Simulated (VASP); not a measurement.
# CdF2 (I4mm) in VASP: single point with r2SCAN

Aim: the single point of CdF2 with r2SCAN.

Program: VASP 6.6.1. These are calculated values, not measurements. Logs are shortened: lines on timing, memory, paths and dates and some standing lists are left out, and cuts for length are marked.

### Step 1. The cell of the first run

Symmetry: I4mm, No. 107, tetragonal system. The conventional cell has a = 3.810 Å, b = 3.810 Å, c = 5.388 Å, α = 90.00°, β = 90.00°, γ = 90.00°. Cd (site symmetry 4mm) has 8 F at 2.29 to 2.38 Å within 3.0 Å. Within 3.0 Å of F (site symmetry 2mm) lie 4 Cd at 2.29 to 2.38 Å and 6 F at 2.69 Å.

### Step 2. Single point, r2SCAN (all Cd atoms moved +0.075 Å, as atom 1 along Cartesian [0 1 0])

POSCAR

```
CdF2
1.0
    0.0000000000      2.6940000000      2.6940000000
    2.6940000000      0.0000000000      2.6940000000
    2.6940000000      2.6940000000      0.0000000000
Cd F
1 2
Direct
    0.0139198218     -0.0139198218      0.0139198218
    0.2500000000      0.2500000000      0.2500000000
    0.7500000000      0.7500000000      0.7500000000
```

INCAR.step1

```
  PREC = Accurate
  ENCUT = 770
  ISMEAR = 0
  SIGMA = 0.05
  LREAL = False
  LASPH = True
  NELM = 120
  NBANDS = 24
  GGA = PE
  ALGO = Normal
  EDIFF = 1E-5
  LWAVE = True
  LCHARG = False
  GGA_COMPAT = False
```

INCAR.step2

```
  PREC = Accurate
  ENCUT = 770
  EDIFF = 1E-6
  ISMEAR = 0
  SIGMA = 0.05
  LREAL = False
  LASPH = True
  NELM = 120
  ALGO = Normal
  ISIF = 2
  LWAVE = False
  LCHARG = True
  METAGGA = R2SCAN
  LMIXTAU = True
  LELF = True
  LVHAR = True
  NBANDS = 24
  ISTART = 1
  GGA_COMPAT = False
```

KPOINTS

```
regular mesh
0
Gamma
  8 8 8
```

Potentials or basis: VASP PAW PBE potentials, release 64 (Cd_sv_GW, F).

Run with:

```console
$ cat potpaw_PBE.64/Cd_sv_GW/POTCAR potpaw_PBE.64/F/POTCAR > POTCAR
$ cp INCAR.step1 INCAR
$ mpirun -np 1 vasp_std > vasp.out
$ cp INCAR.step2 INCAR
$ mpirun -np 1 vasp_std > vasp.out
```

OUTCAR:

```text
PREC = Accurate
   ENCUT = 770
   EDIFF = 1E-6
   ISMEAR = 0
   LREAL = False
   LASPH = True
   NELM = 120
   ISIF = 2
   METAGGA = R2SCAN
   ISTART = 1

 ion  position               nearest neighbor table
   1  0.014  0.986  0.014-
   2  0.250  0.250  0.250-
   3  0.750  0.750  0.750-

  LATTYP: Found a face centered cubic cell.
 ALAT       =     5.3880000000

  Lattice vectors:

 A1 = (   0.0000000000,   2.6940000000,   2.6940000000)
 A2 = (   2.6940000000,   0.0000000000,   2.6940000000)
 A3 = (   2.6940000000,   2.6940000000,   0.0000000000)

Analysis of symmetry for initial positions (statically):
=====================================================================
 Subroutine PRICEL returns:
 Original cell was already a primitive cell.

 Routine SETGRP: Setting up the symmetry group for a
 face centered cubic supercell.

 Subroutine GETGRP returns: Found  8 space group operations
 (whereof  8 operations were pure point group operations)
 out of a pool of 48 trial point group operations.

The static configuration has the point symmetry C_4v.

Analysis of symmetry for dynamics (positions and initial velocities):
=====================================================================
 Subroutine PRICEL returns:
 Original cell was already a primitive cell.

 Routine SETGRP: Setting up the symmetry group for a
 face centered cubic supercell.

 Subroutine GETGRP returns: Found  8 space group operations
 (whereof  8 operations were pure point group operations)
 out of a pool of 48 trial point group operations.

The dynamic configuration has the point symmetry C_4v.

 Subroutine INISYM returns: Found  8 space group operations
 (whereof  8 operations are pure point group operations),
 and found     1 'primitive' translations

----------------------------------------------------------------------------------------

                                     Primitive cell

  volume of cell :      39.1041

  direct lattice vectors                    reciprocal lattice vectors
     0.000000000  2.694000000  2.694000000    -0.185597624  0.185597624  0.185597624
     2.694000000  0.000000000  2.694000000     0.185597624 -0.185597624  0.185597624
     2.694000000  2.694000000  0.000000000     0.185597624  0.185597624 -0.185597624

  length of vectors
     3.809891337  3.809891337  3.809891337     0.321464515  0.321464515  0.321464515

  position of ions in fractional coordinates (direct lattice)
     0.013919822  0.986080178  0.013919822
     0.250000000  0.250000000  0.250000000
     0.750000000  0.750000000  0.750000000

  ion indices of the primitive-cell ions
   primitive index   ion index
                 1           1
                 2           2
                 3           3

----------------------------------------------------------------------------------------

 KPOINTS: regular mesh

Automatic generation of k-mesh.
 Grid dimensions read from file:
 generate k-points for:    8    8    8

 Generating k-lattice:

  Cartesian coordinates                     Fractional coordinates (reciprocal lattice)
    -0.023199703  0.023199703  0.023199703     0.125000000  0.000000000  0.000000000
     0.023199703 -0.023199703  0.023199703     0.000000000  0.125000000  0.000000000
     0.023199703  0.023199703 -0.023199703     0.000000000  0.000000000  0.125000000

  Length of vectors
     0.040183064  0.040183064  0.040183064

  Shift w.r.t. Gamma in fractional coordinates (k-lattice)
     0.000000000  0.000000000  0.000000000

 Subroutine IBZKPT returns following result:
 ===========================================

 Found     59 irreducible k-points:

 Following reciprocal coordinates:
            Coordinates               Weight
  0.000000  0.000000  0.000000      1.000000
  0.125000  0.000000  0.000000      8.000000
  0.250000  0.000000  0.000000      8.000000
  0.375000  0.000000  0.000000      8.000000
  0.500000  0.000000  0.000000      4.000000
  0.125000  0.125000  0.000000      4.000000
[... 16 lines left out ...]
  0.250000  0.000000  0.375000      8.000000
  0.500000  0.250000  0.000000     16.000000
 [... further k-points ...]
   k-points           NKPTS =     59   k-points in BZ     NKDIM =     59   number of bands    NBANDS=     24
   number of dos      NEDOS =    301   number of ions     NIONS =      3
   total plane-waves  NPLWV =  46656
   dimension x,y,z NGX =    36 NGY =   36 NGZ =   36
   dimension x,y,z NGXF=    72 NGYF=   72 NGZF=   72
   ions per type =               1   2
   NGX,Y,Z   is equivalent  to a cutoff of  15.71, 15.71, 15.71 a.u.
   NGXF,Y,Z  is equivalent  to a cutoff of  31.42, 31.42, 31.42 a.u.
 SYSTEM =  unknown system
   PREC   = accura    normal or accurate (medium, high low for compatibility)
   ISTART =      1    job   : 0-new  1-cont  2-samecut
   ICHARG =      0    charge: 1-file 2-atom 10-const
   ISPIN  =      1    spin polarized calculation?
   LNONCOLLINEAR =      F non collinear calculations
   LSORBIT =      F    spin-orbit coupling
   LASPH  =      T    aspherical Exc in radial PAW
   ENCUT  =  770.0 eV  56.59 Ry    7.52 a.u.   8.62  8.62  8.62*2*pi/ulx,y,z
   NELM   =    120;   NELMIN=  2; NELMDL=  0     # of ELM steps
   EDIFF  = 0.1E-05   stopping-criterion for ELM
   LREAL  =      F    real-space projection
[... 7 lines left out ...]
   TEBEG  =    0.0;   TEEND  =   0.0 temperature during run
   PSTRESS=    0.0 pullay stress
   NELECT =      34.0000    total number of electrons
   NUPDOWN=      -1.0000    fix difference up-down
   EMIN   =  10.00;   EMAX   =-10.00  energy-range for DOS
   EFERMI =   0.00;   METHOD = LEGACY
   ISMEAR =     0;   SIGMA  =   0.05  broadening in eV -4-tet -1-fermi 0-gaus
   EFERMI_NEDOS =   21; number of points for ismear=-14 and -15
   IALGO  =     38    algorithm
   IMIX   =      4    mixing-type and parameters
     AMIX     =   0.40;   BMIX     =  1.00
     AMIX_MAG =   1.60;   BMIX_MAG =  1.00
  volume/ion in A,a.u.               =      13.03        87.96
  Fermi-wavevector in a.u.,A,eV,Ry     =   1.562525  2.952743 33.218397  2.441483
  Thomas-Fermi vector in A             =   2.665430
   LORBIT       =      0    0 simple, 1 ext, 2 COOP (PROOUT), +10 PAW based schemes
   METAGGA = R2SCAN    functional components
   LHFCALC =     F    Hartree Fock is set to
   AEXX    =    0.0000 exact exchange contribution
   IVDW    =     0    specifies the selected vdW correction
   LEPSILON=     F    determine dielectric tensor
   LRPA    =     F    only Hartree local field effects (RPA)
 non-spin polarized calculation
 Gauss-broadening in eV      SIGMA  =   0.05
  energy-cutoff  :      770.00
  volume of cell :       39.10
 maximum number of plane-waves:      1924
 NGX is ok and might be reduce to    36
   NGX = 17   NGY = 17   NGZ = 17

 number of electron      33.9999995 magnetization

 Free energy of the ion-electron system (eV)
  ---------------------------------------------------
  ext. energy  EPLUGINS =         0.00000000
  ---------------------------------------------------
  free energy    TOTEN  =       -33.83069259 eV

  energy without entropy =      -33.83069259  energy(sigma->0) =      -33.83069259

 E-fermi :   0.3628     XC(G=0): -11.2056

 val. band max:        0.0791598882   @ k =  -0.2500   0.5000   0.2500
 cond. band min:       3.8638389580   @ k =   0.0000   0.0000   0.0000
 fundamental gap:      3.7846790698
 Fermi energy:         0.3628355578

 k-point     1 :       0.0000    0.0000    0.0000
  band No.  band energies     occupation
      1    -100.9045      2.00000
      2     -61.1052      2.00000
      3     -61.1025      2.00000
      4     -61.1025      2.00000
      5     -21.8554      2.00000
      6     -20.7983      2.00000
[... 16 lines left out ...]
     23      20.9166      0.00000
     24      20.9775      0.00000

 k-point     2 :       0.1250    0.0000    0.0000
  band No.  band energies     occupation
      1    -100.9044      2.00000
      2     -61.1053      2.00000
      3     -61.1027      2.00000
      4     -61.1025      2.00000
      5     -21.8079      2.00000
      6     -20.8403      2.00000
[... 16 lines left out ...]
     23      20.5075      0.00000
     24      20.5386      0.00000

 k-point     3 :       0.2500    0.0000    0.0000
  band No.  band energies     occupation
      1    -100.9044      2.00000
      2     -61.1058      2.00000
      3     -61.1033      2.00000
      4     -61.1027      2.00000
      5     -21.6790      2.00000
      6     -20.9544      2.00000
[... 16 lines left out ...]
     23      19.8079      0.00000
     24      20.3651      0.00000

 k-point     4 :       0.3750    0.0000    0.0000
  band No.  band energies     occupation
      1    -100.9044      2.00000
      2     -61.1064      2.00000
      3     -61.1037      2.00000
      4     -61.1028      2.00000
      5     -21.5014      2.00000
      6     -21.1147      2.00000
[... 16 lines left out ...]
     23      19.2645      0.00000
     24      19.9067      0.00000

 k-point     5 :       0.5000    0.0000    0.0000
  band No.  band energies     occupation
      1    -100.9044      2.00000
      2     -61.1066      2.00000
      3     -61.1039      2.00000
      4     -61.1029      2.00000
      5     -21.3379      2.00000
      6     -21.2704      2.00000
[... 16 lines left out ...]
     23      19.0560      0.00000
     24      19.5338      0.00000

 k-point     6 :       0.1250    0.1250    0.0000
  band No.  band energies     occupation
      1    -100.9045      2.00000
      2     -61.1053      2.00000
      3     -61.1029      2.00000
      4     -61.1026      2.00000
      5     -21.7933      2.00000
      6     -20.8524      2.00000
[... 16 lines left out ...]
     23      20.3827      0.00000
     24      21.0538      0.00000
[... 379 lines left out ...]
 k-point    21 :       0.2500    0.0000    0.2500
  band No.  band energies     occupation
      1    -100.9044      2.00000
      2     -61.1064      2.00000
      3     -61.1030      2.00000
      4     -61.1030      2.00000
      5     -21.6397      2.00000
      6     -20.9803      2.00000
[... 16 lines left out ...]
     23      21.4276      0.00000
     24      22.5176      0.00000

 k-point    22 :       0.3750    0.2500    0.0000
  band No.  band energies     occupation
      1    -100.9044      2.00000
      2     -61.1059      2.00000
      3     -61.1042      2.00000
      4     -61.1032      2.00000
      5     -21.5303      2.00000
      6     -21.0694      2.00000
[... 16 lines left out ...]
     23      21.3147      0.00000
     24      22.0836      0.00000

 k-point    23 :       0.2500    0.0000    0.3750
  band No.  band energies     occupation
      1    -100.9044      2.00000
      2     -61.1069      2.00000
      3     -61.1033      2.00000
      4     -61.1031      2.00000
      5     -21.5306      2.00000
      6     -21.0702      2.00000
[... 16 lines left out ...]
     23      21.3236      0.00000
     24      22.0741      0.00000

 k-point    24 :       0.5000    0.2500    0.0000
  band No.  band energies     occupation
      1    -100.9044      2.00000
      2     -61.1063      2.00000
      3     -61.1043      2.00000
      4     -61.1034      2.00000
      5     -21.3975      2.00000
      6     -21.1876      2.00000
[... 16 lines left out ...]
     23      20.8313      0.00000
     24      22.3994      0.00000

 [... further k-points ...]

------------------------ aborting loop because EDIFF is reached ----------------------------------------

  FORCE on cell =-STRESS in cart. coord.  units (eV):
  Direction    XX          YY          ZZ          XY          YZ          ZX
  --------------------------------------------------------------------------------------
  -------------------------------------------------------------------------------------
  Total        0.0022168     -0.0552024      0.0022168     -0.0000000      0.0000000      0.0000000
  in kB        0.0908278     -2.2617549      0.0908278     -0.0000000      0.0000000      0.0000000
  external PRESSURE =      -0.6933664 kB  Pullay stress =       0.0000000 kB

 VOLUME and BASIS-vectors are now :
 -----------------------------------------------------------------------------
  energy-cutoff  :      770.00
  volume of cell :       39.10
      direct lattice vectors                 reciprocal lattice vectors
     0.000000000  2.694000000  2.694000000    -0.185597624  0.185597624  0.185597624
     2.694000000  0.000000000  2.694000000     0.185597624 -0.185597624  0.185597624
     2.694000000  2.694000000  0.000000000     0.185597624  0.185597624 -0.185597624

 POSITION                                       TOTAL-FORCE (eV/Angst)
 -----------------------------------------------------------------------------------
      2.69400      0.07500      2.69400         0.000000     -0.396399      0.000000
      1.34700      1.34700      1.34700         0.000000      0.198200      0.000000
      4.04100      4.04100      4.04100         0.000000      0.198200      0.000000
 -----------------------------------------------------------------------------------
    total drift:                               -0.000000     -0.000387     -0.000000

  FREE ENERGIE OF THE ION-ELECTRON SYSTEM (eV)
  ---------------------------------------------------
  free  energy   TOTEN  =       -33.8306925923 eV

  energy  without entropy=      -33.8306925923  energy(sigma->0) =      -33.83069259
```

Run time: 5.9 min. Hardware: 1 thread of Intel Xeon Platinum 8259CL at 2.50GHz (Skylake/Cascade Lake), shared host; peak memory 0.3 GiB.

Results:

```yaml
Free_energy: -33.8307 eV
Pressure: -0.1 GPa
Largest_force: 0.396 eV/Å
Band_gap_on_the_k_mesh: 3.78 eV (least direct gap 4.30 eV)
```

Forces in eV/Å, atoms in the order of the input:
```
Cd   0.000 -0.396  0.000
F    0.000  0.198  0.000
F    0.000  0.198  0.000
```

Stress tensor (GPa, compression positive):
```
 0.01  0.00  0.00
 0.00 -0.23  0.00
 0.00  0.00  0.01
```

Levels at points of the mesh, in eV from the valence-band top:
| k point | band 15 | band 16 | band 17 | band 18 | band 19 | band 20 |
| --- | --- | --- | --- | --- | --- | --- |
| (0.00, 0.00, 0.00) | -0.53 | -0.53 | -0.52 | 3.78 | 13.61 | 13.63 |
| (0.50, 0.00, 0.00) | -1.84 | -0.42 | -0.42 | 8.01 | 9.70 | 15.62 |
| (0.50, 0.50, 0.00) | -0.52 | -0.12 | -0.09 | 8.90 | 10.58 | 12.19 |
| (0.50, 0.00, 0.50) | -0.51 | -0.10 | -0.10 | 8.90 | 10.56 | 12.21 |

Caveat: the cell differs from its parent crystal (all Cd atoms moved +0.075 Å, as atom 1 along Cartesian [0 1 0]); the PAW data sets were made with another functional, which shifts forces and pressure a little.
